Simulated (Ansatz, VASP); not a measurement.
## Two plane-wave programs on Li2S

INCAR

```
PREC = Accurate
ENCUT = 750
EDIFF = 1E-6
ISMEAR = 0
SIGMA = 0.05
LREAL = F
LASPH = T
NELM = 120
ALGO = Normal
ISIF = 2
LWAVE = F
LCHARG = T
GGA = RE
IVDW = 12
LELF = T
LVHAR = T
NBANDS = 13
GGA_COMPAT = F
```

KPOINTS

```
regular mesh
0
Gamma
  8 8 8
```

The input POSCAR:

```
Li2S
1.0
    0.0000000000      2.8540007422      2.8540007422
    2.8540007422      0.0000000000      2.8540007422
    2.8540007422      2.8540007422      0.0000000000
Li S
2 1
Direct
    0.2500000000      0.2500000000      0.2500000000
    0.7500000000      0.7500000000      0.7500000000
    0.0000000000      0.0000000000      0.0000000000
```

Input for Ansatz:

```yaml
crystal:
  lattice:
    - [0.0, 2.8540007422, 2.8540007422]
    - [2.8540007422, 0.0, 2.8540007422]
    - [2.8540007422, 2.8540007422, 0.0]
  atoms:
    - { symbol: Li, position: [0.25, 0.25, 0.25] }
    - { symbol: Li, position: [0.75, 0.75, 0.75] }
    - { symbol: S, position: [0.0, 0.0, 0.0] }
basis:
  ecutwfc: 420
  ecutrho_ratio: 4
kpoints:
  mp_grid: { grid: [8, 8, 8] }
hamiltonian:
  xc: revpbe
  dispersion: d3bj
scf:
  occupations: { method: gaussian, width: 0.05 }
output:
  forces: true
  stress: true
  eigenvalues: true
```

Alike in both runs: task single point; functional revPBE; dispersion D3(BJ); k mesh 8 × 8 × 8; occupations gaussian, width 0.05 eV; no spin polarisation.

```csv
,VASP,Ansatz
version,VASP 6.6.1,Ansatz 0.2.0
potentials or method,"VASP PAW PBE potentials, release 64 (Li_sv, S), cutoff 750 eV","scalar-relativistic, plane waves, PAW"
valence electrons in the cell,12,12
```

|  | VASP | Ansatz | Ansatz less VASP |
| --- | --- | --- | --- |
| gap on the k mesh at the Fermi level (eV) | 3.51 | 3.52 | +0.003 |
| least direct gap on the mesh (eV) | 4.38 | 4.37 | -0.004 |
| pressure (GPa) | -4.6 | -4.4 | +0.16 |

VASP's potentials were made for PBE, not for revPBE.
